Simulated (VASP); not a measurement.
Set up this calculation in VASP 6.6.1, as the native input.

```yaml
Task: single point
Functional: PBEsol
Potentials_or_basis: VASP PAW PBE potentials, release 64 (Si, Ge_d)
Cutoff: 520 eV
k_mesh: 2 × 2 × 2
Occupations: gaussian, width 0.02 eV
Spin: no spin polarisation
Dipole_correction: no
Further_INCAR_settings: LREAL = Auto; ALGO = Normal; EDIFF = 1e-06; NBANDS = 53
```

The structure of Si16Ge (a cell with a defect) lies in POSCAR:

```
Si16Ge
1.0
    0.0000000000      5.4300000000      5.4300000000
    5.4300000000      0.0000000000      5.4300000000
    5.4300000000      5.4300000000      0.0000000000
Si Ge
16 1
Direct
   -0.0004616022      0.0007818600      0.0001076427
    0.1242557090      0.1247651013      0.1240663904
    0.0046695212      0.0059116943      0.4949798343
    0.1235135359      0.1255083794      0.6274468692
    0.0046046041      0.4957206262      0.0051703499
    0.1235037753      0.6281116943      0.1248271639
    0.0024989871      0.4978231123      0.4971415285
    0.1360133517      0.6237409761      0.6229240331
    0.4965755985      0.0037643646      0.0030479742
    0.6268795580      0.1247432781      0.1240848987
    0.4944604052      0.0058543278      0.4950372007
    0.6225115101      0.1371002762      0.6179743094
    0.4944115101      0.4956597606      0.0052279006
    0.6223562615      0.6186831492      0.1364319521
    0.4996093002      0.5007050645      0.5000371087
    0.6172835175      0.6236070902      0.6230566298
    0.7496453959      0.7506741252      0.7499962247
```

One way to write it, as run:

INCAR

```
SYSTEM = Si16Ge
ALGO     = Normal         ! electronic algorithm
EDIFF    = 1E-6           ! SCF threshold, eV
ENCUT    = 520            ! plane-wave cutoff, eV
GGA      = PS             ! functional
ISIF     = 2              ! what is computed and relaxed
ISMEAR   = 0              ! smearing method
LASPH    = .True.         ! aspherical terms in the spheres
LCHARG   = .False.        ! write CHGCAR
LREAL    = Auto         
LWAVE    = .False.        ! write WAVECAR
NBANDS   = 53             ! bands
NELM     = 80             ! most SCF steps
PREC     = Accurate       ! precision mode
SIGMA    = 0.02           ! smearing width, eV
```

KPOINTS

```
k-points
0
Gamma
  2 2 2
  0 0 0
```

Potentials or basis: VASP PAW PBE potentials, release 64 (Si, Ge_d).

The run is started by

```bash
$ cat potpaw_PBE.64/Si/POTCAR potpaw_PBE.64/Ge_d/POTCAR > POTCAR
$ mpirun -np 1 vasp_std > vasp.out
```

It gave:

```
Pressure               : 4.7 GPa
Largest force          : 0.008 eV/Å
Band gap on the k mesh : zero (band 39 reaches 6.88 eV, above the bottom of band 40 at 6.54 eV)
```

Caveat: the k points lie up to 0.50 Å⁻¹ apart; the PAW data sets were made with another functional, which shifts forces and pressure a little.

Wall time 3.6 min on 1 thread of Intel(R) Xeon(R) Platinum 8259CL CPU @ 2.50GHz (Skylake/Cascade Lake), on a shared host, peak memory 0.49 GiB.
